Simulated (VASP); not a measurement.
Write the native input for VASP 6.6.1 that does the following.

```yaml
Task: single point
Functional: r2SCAN
Potentials_or_basis: VASP PAW PBE potentials, release 64 (Ca_sv, P)
Cutoff: 520 eV
k_mesh: 2 × 2 × 2, shifted
Occupations: gaussian, width 0.01 eV
Spin: no spin polarisation
Dipole_correction: no
Further_INCAR_settings: ALGO = Normal; EDIFF = 1e-06; NBANDS = 28
```

The system is Ca3P2.

```
Ca P
1.0
     5.31000    0.00000    0.00000
     0.00000    5.31000    0.00000
     0.00000    0.00000    5.31000
Ca P
3 2
Direct
  0.03000 0.50000 0.50000
  0.50000 0.00000 0.50000
  0.50000 0.50000 0.00000
  0.00000 0.00000 0.00000
  0.50000 0.50000 0.50000
```

One way to write it, as run:

POSCAR

```
Ca3P2
1.0
    5.3100000000      0.0000000000      0.0000000000
    0.0000000000      5.3100000000      0.0000000000
    0.0000000000      0.0000000000      5.3100000000
Ca P
3 2
Direct
    0.0300000000      0.5000000000      0.5000000000
    0.5000000000      0.0000000000      0.5000000000
    0.5000000000      0.5000000000      0.0000000000
    0.0000000000      0.0000000000      0.0000000000
    0.5000000000      0.5000000000      0.5000000000
```

INCAR.step1

```
ALGO = Normal
EDIFF = 1E-4
ENCUT = 520
GGA = PE
ISMEAR = 0
LASPH = True
LCHARG = False
LREAL = False
LWAVE = True
NBANDS = 28
NELM = 100
PREC = Accurate
SIGMA = 0.01
```

INCAR.step2

```
ALGO = Normal
EDIFF = 1E-6
ENCUT = 520
ISIF = 2
ISMEAR = 0
ISTART = 1
LASPH = True
LCHARG = False
LMIXTAU = True
LREAL = False
LWAVE = False
METAGGA = R2SCAN
NBANDS = 28
NELM = 100
PREC = Accurate
SIGMA = 0.01
```

KPOINTS

```
Automatic mesh
0
Gamma
  2 2 2
  0.5 0.5 0.5
```

Potentials or basis: VASP PAW PBE potentials, release 64 (Ca_sv, P).

Command:

```sh
$ cat potpaw_PBE.64/Ca_sv/POTCAR potpaw_PBE.64/P/POTCAR > POTCAR
$ cp INCAR.step1 INCAR
$ mpirun -np 1 vasp_std > vasp.out
$ cp INCAR.step2 INCAR
$ mpirun -np 1 vasp_std > vasp.out
```

It gave:

```json
{"Pressure": "-0.3 GPa", "Largest force": "2.064 eV/Å"}
```

Caveat: the k points lie up to 0.59 Å⁻¹ apart; the PAW data sets were made with another functional, which shifts forces and pressure a little.

It took 49 s on 1 thread of Intel Xeon 8259CL (shared host), peak memory 0.25 GiB.
